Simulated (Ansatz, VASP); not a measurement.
# Two plane-wave programs on Mn

Contents of INCAR:

```
SYSTEM = Mn
  ALGO = Normal
  EDIFF = 1E-6
  ENCUT = 520
  GGA = PE
  ISIF = 2
  ISMEAR = -1
  LASPH = .TRUE.
  LCHARG = .TRUE.
  LELF = .TRUE.
  LREAL = .FALSE.
  LVHAR = .TRUE.
  LWAVE = .FALSE.
  NBANDS = 20
  NELM = 100
  PREC = Accurate
  SIGMA = 0.1
```

KPOINTS

```
k-points
0
G
  18 18 18
  0 0 0
```

The input POSCAR:

```
Mn
1.0
    0.0000000000      2.5087416164      2.5087416164
    2.5087416164      0.0000000000      2.5087416164
    2.5087416164      2.5087416164      0.0000000000
Mn
2
Direct
    0.1250000000      0.1250000000      0.1250000000
    0.8750000000      0.8750000000      0.8750000000
```

Input for Ansatz:

```yaml
crystal:
  lattice:
    - [0.0, 2.5087416164, 2.5087416164]
    - [2.5087416164, 0.0, 2.5087416164]
    - [2.5087416164, 2.5087416164, 0.0]
  atoms:
    - { symbol: Mn, position: [0.125, 0.125, 0.125] }
    - { symbol: Mn, position: [0.875, 0.875, 0.875] }
hamiltonian:
  xc: pbe
  pseudopotentials:
    kind: paw
    azcp:
      Mn: "pseudopotentials/Mn.paw.azcp"
basis:
  ecutwfc: 420
  fft_grid_basis: typed
kpoints:
  mp_grid: { grid: [18, 18, 18], shift: [0, 0, 0] }
magnetization:
  spin_polarized: false
scf:
  occupations: { method: fermi_dirac, width: 0.1 }
output:
  stress: true
```

Alike in both runs: task single point; functional PBE; k mesh 18 × 18 × 18; occupations fermi-dirac, width 0.1 eV; no spin polarisation.

|  | VASP | Ansatz |
| --- | --- | --- |
| version | VASP 6.6.1 | Ansatz 0.2.0 |
| potentials or method | VASP PAW PBE potentials, release 64 (Mn_pv), cutoff 520 eV | plane waves (420 eV) with PAW, scalar-relativistic |
| valence electrons in the cell | 26 | 30 |

VASP gave:

| Property | Result |
| --- | --- |
| pressure (GPa) | -4.8 |

**Question.** Estimate Ansatz's values.

**Answer.** Pressure (GPa): -5.2.

VASP's potentials hold 26 valence electrons a cell and Ansatz's 30, so a difference there can come from the potentials and not from the codes.
